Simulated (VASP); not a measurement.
Input of a VASP 6.6.1 run:

Contents of POSCAR:

```
AlN
1.0
    3.1066984497      0.0000000000      0.0000000000
   -1.5533492249      2.6904797793      0.0000000000
    0.0746784519      0.0000000000      4.9785634599
Al N
2 2
Direct
    0.6666666667      0.3333333333      0.4992046289
    0.3333333333      0.6666666667      0.9992046289
    0.6666666667      0.3333333333      0.8807953711
    0.3333333333      0.6666666667      0.3807953711
```

The input INCAR.step1:

```
  ALGO = Normal
  EDIFF = 1E-4
  ENCUT = 520
  GGA = PE
  ISMEAR = 0
  LASPH = True
  LCHARG = False
  LREAL = False
  LWAVE = True
  NELM = 100
  PREC = Accurate
  SIGMA = 0.02
```

The input INCAR.step2:

```
  ALGO = Normal
  EDIFF = 1E-6
  EDIFFG = -0.008
  ENCUT = 520
  IBRION = 2
  ISIF = 2
  ISMEAR = 0
  ISTART = 1
  LASPH = True
  LCHARG = False
  LMIXTAU = True
  LREAL = False
  LWAVE = False
  METAGGA = R2SCAN
  NELM = 100
  NSW = 60
  PREC = Accurate
  SIGMA = 0.02
```

KPOINTS

```
k-points
0
Gamma
  9 9 6
```

Potentials or basis: VASP PAW PBE potentials, release 64 (Al, N).

Launch:

```console
$ cat potpaw_PBE.64/Al/POTCAR potpaw_PBE.64/N/POTCAR > POTCAR
$ cp INCAR.step1 INCAR
$ mpirun -np 1 vasp_std > vasp.out
$ cp INCAR.step2 INCAR
$ mpirun -np 1 vasp_std > vasp.out
```

Q: Predict the band gap on the k mesh.

A: 4.91 eV, direct.

Q: Estimate the energy gained by relaxing.

A: 0.1 meV/atom.

The path:
```
step  energy change (eV)  largest force (eV/Å)  pressure (GPa)
   1              0.0000                0.0788           -0.39
   2             -0.0003                0.0406           -0.40
   3             -0.0004                0.0029           -0.39
```

Caveat: the cell differs from its parent crystal (shear of c along a, cell held: +1.5 %); the PAW data sets were made with another functional, which shifts forces and pressure a little. A k mesh can miss the band edges.
